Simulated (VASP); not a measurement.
Here is a VASP 6.6.1 calculation.

INCAR

```
SYSTEM = Sc
PREC = Accurate
ENCUT = 520
EDIFF = 1E-6
ISMEAR = 1
SIGMA = 0.3
LREAL = .FALSE.
LASPH = .TRUE.
NELM = 100
ALGO = Normal
ISIF = 2
LWAVE = .FALSE.
LCHARG = .FALSE.
GGA = PE
NBANDS = 18
```

File KPOINTS:

```
Automatic mesh
0
G
  11 11 6
  0 0 0
```

Contents of POSCAR:

```
Sc
1.0
    3.3193628924      0.0000000000      0.0000000000
   -1.6596814462      2.8746525892      0.0000000000
    0.0000000000      0.0000000000      5.1842605006
Sc
2
Direct
    0.3333333333      0.6666666667      0.2500000000
    0.6666666667      0.3333333333      0.7500000000
```

Potentials or basis: VASP PAW PBE potentials, release 64 (Sc_sv).

Launch:

```bash
$ cat potpaw_PBE.64/Sc_sv/POTCAR > POTCAR
$ mpirun -np 1 vasp_std > vasp.out
```

What does it give for the pressure?

-0.2 GPa.

Estimate the band gap on the k mesh.

zero (bands 11 and 12 overlap by 1.46 eV).

Stress tensor (GPa, compression positive):
```
-0.09  0.00  0.00
 0.00 -0.09  0.00
 0.00  0.00 -0.33
```

Caveat: so wide a smearing shifts energies and pressures.
